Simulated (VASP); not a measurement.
Input of a VASP 6.6.1 run:

INCAR

```
PREC = Accurate
ENCUT = 520
EDIFF = 1E-6
ISMEAR = -1
SIGMA = 0.05
LREAL = F
LASPH = T
NELM = 150
ALGO = Normal
ISIF = 2
LWAVE = F
LCHARG = F
ISPIN = 2
MAGMOM = 4 0
LORBIT = 11
LMAXMIX = 4
GGA = PS
NBANDS = 20
```

Contents of KPOINTS:

```
regular mesh
0
Gamma
  10 10 10
```

File POSCAR:

```
MnO
1.0
    0.0000000000      2.0801870514      2.0801870514
    2.0801870514      0.0000000000      2.0801870514
    2.0801870514      2.0801870514      0.0000000000
Mn O
1 1
Direct
    0.0000000000      0.0000000000      0.0000000000
    0.5000000000      0.5000000000      0.5000000000
```

Potentials or basis: VASP PAW PBE potentials, release 64 (Mn_pv, O).

Command:

```bash
$ cat potpaw_PBE.64/Mn_pv/POTCAR potpaw_PBE.64/O/POTCAR > POTCAR
$ mpirun -np 1 vasp_std > vasp.out
```

(1) What does it give for the net moment?

(2) Predict the site moments.

(3) Predict the pressure.

## Answers

(1) 4.09 μB per cell.

(2) Mn +3.78; O +0.16 μB.

(3) 20.8 GPa.

Caveat: the cell stands under pressure; the PAW data sets were made with another functional, which shifts forces and pressure a little; a cell with one magnetic atom can't hold antiferromagnetic order, which such compounds often take.
